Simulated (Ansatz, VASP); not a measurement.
# Pb in VASP and in Ansatz

File INCAR:

```
SYSTEM = Pb
ALGO = Normal
EDIFF = 1E-8
ENCUT = 520
GGA = PE
ISIF = 2
ISMEAR = -1
LASPH = .TRUE.
LCHARG = .FALSE.
LEFG = .TRUE.
LREAL = .FALSE.
LWAVE = .FALSE.
NBANDS = 21
NELM = 100
PREC = Accurate
SIGMA = 0.05
```

KPOINTS

```
k-points
0
G
  8 8 8
  0 0 0
```

POSCAR

```
Pb
1.0
    0.0687800011      3.4733900561      3.4733900561
    3.4733900561      0.0687800011      3.4733900561
    3.4733900561      3.4733900561      0.0687800011
Pb
2
Direct
    0.0000000000      0.0000000000      0.0000000000
    0.2500000000      0.2500000000      0.2500000000
```

Input for Ansatz:

```yaml
crystal:
  lattice:
    - [0.0687800011, 3.4733900561, 3.4733900561]
    - [3.4733900561, 0.0687800011, 3.4733900561]
    - [3.4733900561, 3.4733900561, 0.0687800011]
  atoms:
    - { symbol: Pb, position: [0.0, 0.0, 0.0] }
    - { symbol: Pb, position: [0.25, 0.25, 0.25] }
kpoints:
  mp_grid: { grid: [8, 8, 8] }
scf:
  occupations: { method: fermi_dirac, width: 0.05 }
hamiltonian:
  xc: pbe
  pseudopotentials: { kind: all_electron, datasets: crystal }
output:
  forces: true
  stress: true
  eigenvalues: true
  efg: { contact_densities: true }
```

Change from the starting cell: equal xy, yz and zx shear strains of +2 %, crystal datasets.

Alike in both runs: task electric field gradients; functional PBE; k mesh 8 × 8 × 8; occupations fermi-dirac, width 0.05 eV; no spin polarisation.

|  | VASP | Ansatz |
| --- | --- | --- |
| version | VASP 6.6.1 | Ansatz 0.2.0 |
| potentials or method | VASP PAW PBE potentials, release 64 (Pb_d), cutoff 520 eV | all-electron PAW with datasets made for the crystal, scalar-relativistic |

VASP gave:

- pressure (GPa): 2.4
- traceless stress, the component that is largest in VASP (GPa): -0.70
- rms of the force components (eV/Å): 0.140
- size of Vzz on the site where it differs most (V/Å²): 52.0

Which values does Ansatz return?

Pressure (GPa): 2.4; traceless stress, the component that is largest in VASP (GPa): -0.70; rms of the force components (eV/Å): 0.140; size of Vzz on the site where it differs most (V/Å²): 51.2.

Atom by atom the forces differ by 0.000 eV/Å (rms over components). Ansatz ran all-electron here, and VASP with PAW potentials.

Spin-orbit coupling is off throughout.
